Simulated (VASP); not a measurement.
A run of VASP 6.6.1:

Contents of INCAR:

```
PREC = Accurate
ENCUT = 520
EDIFF = 1E-7
ISMEAR = -1
SIGMA = 0.05
LREAL = False
LASPH = True
NELM = 150
ALGO = Normal
ISIF = 2
LWAVE = False
LCHARG = False
ISPIN = 2
MAGMOM = 2 0
LORBIT = 11
LMAXMIX = 4
GGA = CA
NBANDS = 18
```

The input KPOINTS:

```
regular mesh
0
Gamma
  12 12 12
```

POSCAR

```
CoO
1.0
   -1.5278443810      1.5278443810      2.1349776590
    1.5278443810     -1.5278443810      2.1349776590
    1.5278443810      1.5278443810     -2.1349776590
Co O
1 1
Direct
    0.0000000000      0.0000000000      0.0000000000
    0.5000000000      0.5000000000      0.0000000000
```

Potentials or basis: VASP PAW LDA potentials, release 64 (Co, O).

The run is started by

```sh
$ cat potpaw_LDA.64/Co/POTCAR potpaw_LDA.64/O/POTCAR > POTCAR
$ mpirun -np 1 vasp_std > vasp.out
```

Hardware: 1 thread of AMD EPYC 9R45 96-Core Processor (Zen 5), on a shared host.

**Question.** Estimate the wall time of this run.

**Answer.** Run time: 69 s on 1 thread of AMD EPYC 9R45 96-Core Processor (Zen 5), with other jobs on the host, peak memory 0.17 GiB. Counts: scf iterations 17, k points 163.
